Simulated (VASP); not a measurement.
The system is BN.

```
CELL_PARAMETERS angstrom
2.49958 0.00000 0.00000
-1.24979 2.16470 0.00000
0.00000 0.00000 6.58424
ATOMIC_POSITIONS crystal
B 0.00000 0.00000 0.75000
B 0.00000 0.00000 0.25000
N 0.66667 0.33333 0.25000
N 0.33333 0.66667 0.75000
```

Base run:

```yaml
Program: VASP 6.6.1
Functional: PBE
Potentials_or_basis: VASP PAW PBE potentials, release 64 (B, N)
Cutoff: 520 eV
k_mesh: 9 × 9 × 4
Occupations: gaussian, width 0.01 eV
Spin: no spin polarisation
```

Its results: band gap on the k mesh 3.59 eV, indirect (least direct gap 3.62 eV); pressure 4.7 GPa.

Question: The run is repeated on the same cell with these changes: functional from PBE to r2SCAN. What comes out?

Answer: Band gap on the k mesh 4.21 eV, indirect (least direct gap 4.24 eV); pressure 1.1 GPa.

r2SCAN gives the wider gap, since meta-GGAs in the generalised Kohn-Sham scheme recover part of the derivative discontinuity.

Caveats: this functional lacks dispersion, which binds the layers, so the pressure and a relaxed spacing across them are unreliable (some runs); the PAW data sets were made with another functional, which shifts forces and pressure a little (some runs).

A k mesh can miss the band edges.
